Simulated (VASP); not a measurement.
# LaZn (Pm-3m) in VASP: a series of runs

LaZn is run at these levels: LDA; tasks: electric field gradients.

Everything below comes from runs of VASP 6.6.1. Logs are shortened: lines on timing, memory, paths and dates and some standing lists are left out, and cuts for length are marked.

## (1) The cell of the first run

It takes space group Pm-3m (No. 221, cubic). The conventional cell has a = 3.775 Å, b = 3.775 Å, c = 3.775 Å, α = 90.00°, β = 90.00°, γ = 90.00°. Within 4.3 Å of La (site symmetry m-3m) lie 8 Zn at 3.27 Å and 6 La at 3.77 Å. Zn (site symmetry m-3m) has 8 La at 3.27 Å and 6 Zn at 3.77 Å within 4.3 Å.

## (2) Electric field gradients, LDA (26.89 Å³/atom)

Input file INCAR:

```
PREC = Accurate ; ENCUT = 520
EDIFF = 1E-8 ; ISMEAR = -1
SIGMA = 0.05 ; LREAL = F
LASPH = T ; NELM = 60
ALGO = Normal ; ISIF = 2
LWAVE = F ; LCHARG = F
LEFG = T ; NBANDS = 18
```

Input file KPOINTS:

```
Automatic mesh
0
Gamma
  9 9 9
```

Input file POSCAR:

```
LaZn
1.0
    3.7748351608      0.0000000000      0.0000000000
    0.0000000000      3.7748351608      0.0000000000
    0.0000000000      0.0000000000      3.7748351608
La Zn
1 1
Direct
    0.5000000000      0.5000000000      0.5000000000
    0.0000000000      0.0000000000      0.0000000000
```

Potentials or basis: VASP PAW LDA potentials, release 64 (La, Zn).

On the command line:

```bash
> cat potpaw_LDA.64/La/POTCAR potpaw_LDA.64/Zn/POTCAR > POTCAR
> mpirun -np 1 vasp_std > vasp.out
```

OUTCAR:

```text
PREC = Accurate
   ENCUT = 520
   EDIFF = 1E-8
   ISMEAR = -1
   LREAL = F
   LASPH = T
   NELM = 60
   ISIF = 2

 ion  position               nearest neighbor table
   1  0.500  0.500  0.500-   2 3.27   2 3.27   2 3.27   2 3.27   2 3.27   2 3.27   2 3.27   2 3.27

   2  0.000  0.000  0.000-   1 3.27   1 3.27   1 3.27   1 3.27   1 3.27   1 3.27   1 3.27   1 3.27

  LATTYP: Found a simple cubic cell.
 ALAT       =     3.7748351608

  Lattice vectors:

 A1 = (   3.7748351608,   0.0000000000,   0.0000000000)
 A2 = (   0.0000000000,   3.7748351608,   0.0000000000)
 A3 = (   0.0000000000,   0.0000000000,   3.7748351608)

Analysis of symmetry for initial positions (statically):
=====================================================================
 Subroutine PRICEL returns:
 Original cell was already a primitive cell.

 Routine SETGRP: Setting up the symmetry group for a
 simple cubic supercell.

 Subroutine GETGRP returns: Found 48 space group operations
 (whereof 48 operations were pure point group operations)
 out of a pool of 48 trial point group operations.

The static configuration has the point symmetry O_h .

Analysis of symmetry for dynamics (positions and initial velocities):
=====================================================================
 Subroutine PRICEL returns:
 Original cell was already a primitive cell.

 Routine SETGRP: Setting up the symmetry group for a
 simple cubic supercell.

 Subroutine GETGRP returns: Found 48 space group operations
 (whereof 48 operations were pure point group operations)
 out of a pool of 48 trial point group operations.

The dynamic configuration has the point symmetry O_h .

 Subroutine INISYM returns: Found 48 space group operations
 (whereof 48 operations are pure point group operations),
 and found     1 'primitive' translations

----------------------------------------------------------------------------------------

                                     Primitive cell

  volume of cell :      53.7891

  direct lattice vectors                    reciprocal lattice vectors
     3.774835161  0.000000000  0.000000000     0.264912230  0.000000000  0.000000000
     0.000000000  3.774835161  0.000000000     0.000000000  0.264912230  0.000000000
     0.000000000  0.000000000  3.774835161     0.000000000  0.000000000  0.264912230
[... 114 lines left out ...]
   LRPA    =     F    only Hartree local field effects (RPA)
 non-spin polarized calculation
  energy-cutoff  :      520.00
  volume of cell :       53.79
 maximum number of plane-waves:      1463
   NGX = 15   NGY = 15   NGZ = 15

 number of electron      23.0000020 magnetization

 Free energy of the ion-electron system (eV)
  ---------------------------------------------------
  ext. energy  EPLUGINS =         0.00000000
  ---------------------------------------------------
  free energy    TOTEN  =        -7.90515151 eV

  energy without entropy =       -7.88143988  energy(sigma->0) =       -7.89329570

 E-fermi :   5.8770     XC(G=0): -10.2869

 val. band max:        5.8659952129   @ k =   0.4444   0.4444   0.1111
 cond. band min:       5.9144162059   @ k =   0.4444   0.2222   0.1111
 fundamental gap:      0.0484209929
 Fermi energy:         5.8770155378

 k-point     1 :       0.0000    0.0000    0.0000
  band No.  band energies     occupation
      1     -26.8621      2.00000
      2     -10.2639      2.00000
      3     -10.2639      2.00000
      4     -10.2639      2.00000
      5      -1.2316      2.00000
      6      -1.2316      2.00000
[... 481 lines left out ...]
      5      -1.1918      2.00000
      6      -1.1584      2.00000
[... 10 lines left out ...]
     17       7.7527      0.00000
     18       7.8210      0.00000

 [... further k-points ...]
[... 5 lines left out ...]
  --------------------------------------------------------------------------------------
  -------------------------------------------------------------------------------------
  Total       -1.6020360     -1.6020360     -1.6020360     -0.0000000      0.0000000     -0.0000000
  in kB      -47.7187296    -47.7187296    -47.7187296     -0.0000000      0.0000000     -0.0000000
  external PRESSURE =     -47.7187296 kB  Pullay stress =       0.0000000 kB

 VOLUME and BASIS-vectors are now :
 -----------------------------------------------------------------------------
  energy-cutoff  :      520.00
  volume of cell :       53.79
      direct lattice vectors                 reciprocal lattice vectors
     3.774835161  0.000000000  0.000000000     0.264912230  0.000000000  0.000000000
     0.000000000  3.774835161  0.000000000     0.000000000  0.264912230  0.000000000
     0.000000000  0.000000000  3.774835161     0.000000000  0.000000000  0.264912230

 POSITION                                       TOTAL-FORCE (eV/Angst)
 -----------------------------------------------------------------------------------
      1.88742      1.88742      1.88742         0.000000      0.000000      0.000000
      0.00000      0.00000      0.00000         0.000000      0.000000      0.000000
 -----------------------------------------------------------------------------------
    total drift:                               -0.000000      0.000000      0.000000

  FREE ENERGIE OF THE ION-ELECTRON SYSTEM (eV)
  ---------------------------------------------------
  free  energy   TOTEN  =        -7.9051515115 eV

  energy  without entropy=       -7.8814398822  energy(sigma->0) =       -7.89329570

 Electric field gradients (V/A^2)
---------------------------------------------------------------------
 ion       V_xx      V_yy      V_zz      V_xy      V_xz      V_yz
---------------------------------------------------------------------
   1       0.000    -0.000     0.000     0.000     0.000     0.000
   2       0.000     0.000     0.000     0.000    -0.000     0.000
---------------------------------------------------------------------

 Electric field gradients after diagonalization (V/A^2)
 (convention: |V_zz| > |V_xx| > |V_yy|)
----------------------------------------------------------------------
 ion       V_xx      V_yy      V_zz     asymmetry (V_yy - V_xx)/ V_zz
----------------------------------------------------------------------
   1       0.000    -0.000     0.000      -1.234
   2       0.000     0.000     0.000      -0.198
----------------------------------------------------------------------

           NMR quadrupolar parameters

 Cq : quadrupolar parameter    Cq=e*Q*V_zz/h
 eta: asymmetry parameters     (V_yy - V_xx)/ V_zz
 Q  : nuclear electric quadrupole moment in mb (millibarn)
----------------------------------------------------------------------
 ion       Cq(MHz)       eta       Q (mb)
----------------------------------------------------------------------
   1       0.000      -1.234       1.000
   2       0.000      -0.198       1.000
----------------------------------------------------------------------
```

OSZICAR:

```text
N       E                     dE             d eps       ncg     rms          rms(c)
DAV:   1     0.165911423632E+03    0.16591E+03   -0.98192E+03  1308   0.197E+03
DAV:   2     0.124809282002E+02   -0.15343E+03   -0.14844E+03  1572   0.275E+02
DAV:   3    -0.639061392997E+01   -0.18872E+02   -0.18259E+02  1612   0.112E+02
DAV:   4    -0.812716668851E+01   -0.17366E+01   -0.16553E+01  2430   0.237E+01
DAV:   5    -0.817856974756E+01   -0.51403E-01   -0.51304E-01  1674   0.405E+00    0.330E+00
DAV:   6    -0.792992374431E+01    0.24865E+00   -0.22321E+00  1914   0.183E+01    0.212E+00
DAV:   7    -0.791276743490E+01    0.17156E-01   -0.19241E-01  1632   0.528E+00    0.993E-01
DAV:   8    -0.790564172071E+01    0.71257E-02   -0.16185E-02  2232   0.110E+00    0.163E-01
DAV:   9    -0.790516714042E+01    0.47458E-03   -0.96668E-04  1952   0.311E-01    0.351E-02
DAV:  10    -0.790515167599E+01    0.15464E-04   -0.14375E-04  2224   0.101E-01    0.943E-03
DAV:  11    -0.790515115309E+01    0.52291E-06   -0.13135E-05  1720   0.380E-02    0.432E-03
DAV:  12    -0.790515151801E+01   -0.36493E-06   -0.18483E-06  2240   0.125E-02    0.104E-03
DAV:  13    -0.790515151162E+01    0.63878E-08   -0.18692E-07  1824   0.409E-03    0.417E-04
DAV:  14    -0.790515151151E+01    0.11141E-09   -0.14391E-08  1440   0.152E-03
   1 F= -.79051515E+01 E0= -.78932957E+01  d E =-.237116E-01
```

stdout:

```text
POSCAR found type information on POSCAR LaZn
 POSCAR found :  2 types and       2 ions
 scaLAPACK will be used
 LDA part: xc-table for (Slater(with rela. corr.)+CA(PZ))
 , standard interpolation
 POSCAR, INCAR and KPOINTS ok, starting setup
 FFT: planning ... GRIDC
 FFT: planning ... GRID_SOFT
 FFT: planning ... GRID
 WAVECAR not read
 entering main loop
ion   1

ion   2
```

Wall time 59 s (1 thread of Intel Xeon 8259CL, shared host); peak memory 0.18 GiB.

Results:

```
Free energy                             : -7.9052 eV
Pressure                                : -4.8 GPa
Band gap on the k mesh                  : zero (an odd number of electrons rules out a gap without spin polarisation)
Largest electric field gradient by atom : under 0.05 V/Å² on every atom
```

Caveat: the cell stands under tension; spin-orbit coupling is left out, which moves the levels of the heavy elements.

(Part 1 of 2 ends here.)

The gap in the log of VASP goes by the Fermi energy; the results here count the filled bands.